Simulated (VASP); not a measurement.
# C: single point with PBE

The system is C.

```
C
1.0
     0.00000    1.78012    1.70928
     1.78012    0.00000    1.70928
     1.78012    1.78012    0.00000
C
2
Direct
  0.00000 0.00000 0.00000
  0.25000 0.25000 0.25000
```

This cell differs from its parent crystal: uniaxial z strain -4.0%.

| Quantity | Value |
| --- | --- |
| Program | VASP 6.6.1 |
| Task | single point |
| Functional | PBE |
| Potentials or basis | VASP PAW PBE potentials, release 64 (C) |
| Cutoff | 520 eV |
| k mesh | 12 × 12 × 12 |
| Occupations | fermi-dirac, width 0.02 eV |
| Spin | no spin polarisation |
| Dipole correction | no |
| Further INCAR settings | ALGO = Normal; EDIFF = 1e-07; NBANDS = 11 |

```yaml
Pressure: 24.7 GPa
Band_gap_on_the_k_mesh: 3.22 eV, indirect (least direct gap 4.99 eV)
```

Stress tensor (GPa, compression positive):
```
12.05  0.00  0.00
 0.00 12.05  0.00
 0.00  0.00 50.00
```

Levels at points of the mesh, in eV from the valence-band top:
```csv
k point,band 2,band 3,band 4,band 5,band 6,band 7
"(0.00, 0.00, 0.00)",-0.60,-0.60,0.00,4.99,5.50,5.50
"(0.50, 0.00, 0.00)",-14.29,-3.69,-2.96,7.92,8.06,9.59
"(0.50, 0.50, 0.00)",-13.05,-7.39,-7.39,3.80,3.80,17.24
"(0.50, 0.00, 0.50)",-13.71,-6.76,-6.76,4.79,4.79,16.96
```

Wall time 9.3 s on 1 thread of Intel(R) Xeon(R) Platinum 8488C (Sapphire Rapids) (shared host), peak memory 0.12 GiB.

Caveat: the cell differs from its parent crystal (uniaxial z strain -4.0%). A k mesh can miss the band edges.
